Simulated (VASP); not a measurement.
Wanted: the native input for a VASP 6.6.1 run.

| Property | Result |
| --- | --- |
| Task | single point |
| Functional | PBE |
| Potentials or basis | VASP PAW PBE potentials, release 64 (Si, C) |
| Cutoff | 520 eV |
| k mesh | 12 × 12 × 6 |
| Occupations | gaussian, width 0.05 eV |
| Spin | no spin polarisation |
| Dipole correction | no |
| Further INCAR settings | ALGO = Normal; EDIFF = 1e-06; NBANDS = 16 |

The structure of SiC lies in POSCAR:

```
SiC
1.0
    3.0920366030      0.0000000000      0.0000000000
   -1.5460183015      2.6777822476      0.0000000000
    0.0000000000      0.0000000000      5.0738984874
Si C
2 2
Direct
    0.3333333333      0.6666666667      0.0045639005
    0.6666666667      0.3333333333      0.5045639005
    0.3333333333      0.6666666667      0.3804360995
    0.6666666667      0.3333333333      0.8804360995
```

The input as run:

INCAR

```
SYSTEM = SiC
ALGO = Normal ; EDIFF = 1E-6
ENCUT = 520 ; GGA = PE
ISIF = 2 ; ISMEAR = 0
LASPH = .TRUE. ; LCHARG = .FALSE.
LREAL = .FALSE. ; LWAVE = .FALSE.
NBANDS = 16 ; NELM = 80
PREC = Accurate ; SIGMA = 0.05
```

KPOINTS

```
k-points
0
G
  12 12 6
  0 0 0
```

Potentials or basis: VASP PAW PBE potentials, release 64 (Si, C).

Launch:

```console
$ cat potpaw_PBE.64/Si/POTCAR potpaw_PBE.64/C/POTCAR > POTCAR
$ mpirun -np 1 vasp_std > vasp.out
```

It gave:

```json
{
  "Pressure": "0.0 GPa",
  "Band gap on the k mesh": "2.31 eV, indirect (least direct gap 3.94 eV)"
}
```

It took 16 s on 1 thread of Intel(R) Xeon(R) 6975P-C (Granite Rapids), with other jobs on the host, peak memory 0.17 GiB.
